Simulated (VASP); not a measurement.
# SnO (P2_1/m) in VASP: further runs, part 2 of 2

VASP 6.6.1. Earlier steps stand in the parts before.

## (3) Single point, PBE (atoms displaced along a vibrational mode, the cell strained)

INCAR

```
PREC = Accurate
ENCUT = 520
EDIFF = 1E-7
ISMEAR = 0
SIGMA = 0.05
LREAL = False
LASPH = True
NELM = 100
ALGO = Normal
ISIF = 2
LWAVE = False
LCHARG = True
GGA = PE
LELF = True
LVHAR = True
NBANDS = 28
```

KPOINTS

```
Automatic mesh
0
Gamma
  10 10 8
```

POSCAR

```
SnO
1.0
    3.7125861900      0.0000000000      0.0000000000
    0.0000000000      3.7125861900      0.0000000000
    0.0000000000      0.0000000000      5.0679375214
Sn O
2 2
Direct
   -0.0646449638      0.5000000000      0.2286909982
    0.5646449638      0.0000000000      0.7713090018
    0.0068811044      0.0000000000      0.0000000000
    0.4931188956      0.5000000000      0.0000000000
```

Potentials or basis: VASP PAW PBE potentials, release 64 (Sn_d, O).

Launch:

```console
cat potpaw_PBE.64/Sn_d/POTCAR potpaw_PBE.64/O/POTCAR > POTCAR
mpirun -np 1 vasp_std > vasp.out
```

OUTCAR:

```text
PREC = Accurate
   ENCUT = 520
   EDIFF = 1E-7
   ISMEAR = 0
   LREAL = False
   LASPH = True
   NELM = 100
   ISIF = 2
   GGA = PE

 ion  position               nearest neighbor table
   1  0.935  0.500  0.229-   4 2.01   3 2.20   3 2.20   4 2.37   2 3.27   2 3.27   2 3.59   2 3.59

   2  0.565  0.000  0.771-   3 2.01   4 2.20   4 2.20   3 2.37   1 3.27   1 3.27   1 3.59   1 3.59

   3  0.007  0.000  0.000-   2 2.01   1 2.20   1 2.20   2 2.37
   4  0.493  0.500  0.000-   1 2.01   2 2.20   2 2.20   1 2.37

  LATTYP: Found a simple tetragonal cell.
 ALAT       =     3.7125861900
 C/A-ratio  =     1.3650693242

  Lattice vectors:

 A1 = (   3.7125861900,   0.0000000000,   0.0000000000)
 A2 = (   0.0000000000,   3.7125861900,   0.0000000000)
 A3 = (   0.0000000000,   0.0000000000,   5.0679375214)

Analysis of symmetry for initial positions (statically):
=====================================================================
 Subroutine PRICEL returns:
 Original cell was already a primitive cell.

 Routine SETGRP: Setting up the symmetry group for a
[... 173 lines left out ...]

 E-fermi :   7.5395     XC(G=0): -10.2068

 val. band max:        7.4422180420   @ k =   0.0000   0.0000   0.0000
 cond. band min:       7.6393975137   @ k =   0.5000   0.5000   0.0000
 fundamental gap:      0.1971794717
 Fermi energy:         7.5395372247

 k-point     1 :       0.0000    0.0000    0.0000
  band No.  band energies     occupation
      1     -15.0033      2.00000
      2     -14.5583      2.00000
      3     -14.3876      2.00000
      4     -14.3773      2.00000
      5     -14.3018      2.00000
      6     -14.2962      2.00000
[... 733 lines left out ...]
     27      14.8804      0.00000
     28      16.1834      0.00000

 [... further k-points ...]

------------------------ aborting loop because EDIFF is reached ----------------------------------------

  FORCE on cell =-STRESS in cart. coord.  units (eV):
  Direction    XX          YY          ZZ          XY          YZ          ZX
  --------------------------------------------------------------------------------------
  -------------------------------------------------------------------------------------
  Total        6.9573097      4.8809603      4.3826737      0.0000000      0.0000000      3.9064658
  in kB      159.5760006    111.9519126    100.5229858      0.0000000      0.0000000     89.6004652
  external PRESSURE =     124.0169663 kB  Pullay stress =       0.0000000 kB

 VOLUME and BASIS-vectors are now :
 -----------------------------------------------------------------------------
  energy-cutoff  :      520.00
  volume of cell :       69.85
      direct lattice vectors                 reciprocal lattice vectors
     3.712586190  0.000000000  0.000000000     0.269354016  0.000000000  0.000000000
     0.000000000  3.712586190  0.000000000     0.000000000  0.269354016  0.000000000
     0.000000000  0.000000000  5.067937521     0.000000000  0.000000000  0.197318928

 POSITION                                       TOTAL-FORCE (eV/Angst)
 -----------------------------------------------------------------------------------
      3.47259      1.85629      1.15899         1.956937      0.000000      1.838171
      2.09629      0.00000      3.90895        -1.956937      0.000000     -1.838171
      0.02555      0.00000      0.00000         0.787941      0.000000      0.678327
      1.83075      1.85629      0.00000        -0.787941      0.000000     -0.678327
 -----------------------------------------------------------------------------------
    total drift:                               -0.000000      0.000000     -0.000000

  FREE ENERGIE OF THE ION-ELECTRON SYSTEM (eV)
  ---------------------------------------------------
  free  energy   TOTEN  =       -22.1017131259 eV

  energy  without entropy=      -22.1017104580  energy(sigma->0) =      -22.10171179
```

OSZICAR:

```text
N       E                     dE             d eps       ncg     rms          rms(c)
DAV:   1     0.423327162605E+03    0.42333E+03   -0.19952E+04 14592   0.219E+03
DAV:   2     0.383563536764E+02   -0.38497E+03   -0.36949E+03 14572   0.543E+02
DAV:   3    -0.229243723321E+02   -0.61281E+02   -0.60178E+02 15980   0.182E+02
DAV:   4    -0.258509848116E+02   -0.29266E+01   -0.29120E+01 16236   0.425E+01
DAV:   5    -0.259209435303E+02   -0.69959E-01   -0.69945E-01 15652   0.705E+00    0.121E+01
DAV:   6    -0.220873833768E+02    0.38336E+01   -0.16075E+01 21536   0.453E+01    0.487E+00
DAV:   7    -0.221218809213E+02   -0.34498E-01   -0.18478E+00 16300   0.851E+00    0.256E+00
DAV:   8    -0.221098047475E+02    0.12076E-01   -0.28789E-01 20056   0.431E+00    0.831E-01
DAV:   9    -0.221004877453E+02    0.93170E-02   -0.54265E-02 21484   0.277E+00    0.228E-01
DAV:  10    -0.221017977161E+02   -0.13100E-02   -0.70303E-03 18424   0.734E-01    0.107E-01
DAV:  11    -0.221016831545E+02    0.11456E-03   -0.12162E-03 21236   0.380E-01    0.292E-02
DAV:  12    -0.221017277722E+02   -0.44618E-04   -0.26325E-04 14804   0.922E-02    0.392E-02
DAV:  13    -0.221017127883E+02    0.14984E-04   -0.64718E-05 19308   0.973E-02    0.418E-03
DAV:  14    -0.221017128671E+02   -0.78763E-07   -0.68135E-06 14832   0.173E-02    0.297E-03
DAV:  15    -0.221017129698E+02   -0.10270E-06   -0.29734E-07 15044   0.484E-03    0.172E-03
DAV:  16    -0.221017131068E+02   -0.13704E-06   -0.10826E-07  7656   0.399E-03    0.382E-04
DAV:  17    -0.221017131259E+02   -0.19116E-07   -0.32620E-08  7252   0.278E-03
   1 F= -.22101713E+02 E0= -.22101712E+02  d E =-.266794E-05
```

stdout:

```text
POSCAR found type information on POSCAR SnO
 POSCAR found :  2 types and       4 ions
 scaLAPACK will be used
 LDA part: xc-table for (Slater+PW92), standard interpolation
 POSCAR, INCAR and KPOINTS ok, starting setup
 FFT: planning ... GRIDC
 FFT: planning ... GRID_SOFT
 FFT: planning ... GRID
 WAVECAR not read
 entering main loop
```

It took 4.3 min on 1 thread of AMD EPYC 9R45 (Zen 5), shared host; peak memory 0.44 GiB.

Results:

* Free energy: -22.1017 eV
* Pressure: 12.4 GPa
* Largest force: 2.685 eV/Å
* Band gap on the k mesh: 0.20 eV (least direct gap 1.98 eV)

Forces on the atoms (eV/Å):
```
Sn   1.957  0.000  1.838
Sn  -1.957  0.000 -1.838
O    0.788  0.000  0.678
O   -0.788  0.000 -0.678
```

Stress tensor (GPa, compression positive):
```
15.96  0.00  8.96
 0.00 11.20  0.00
 8.96  0.00 10.05
```

Caveat: the cell differs from its parent crystal (atoms displaced along a vibrational mode, the cell strained); the cell stands under pressure; spin-orbit coupling is left out, which moves the levels of the heavy elements; forces of over 1 eV/Å act on the atoms, so gaps and moduli don't describe the material at rest. A k mesh can miss the band edges.
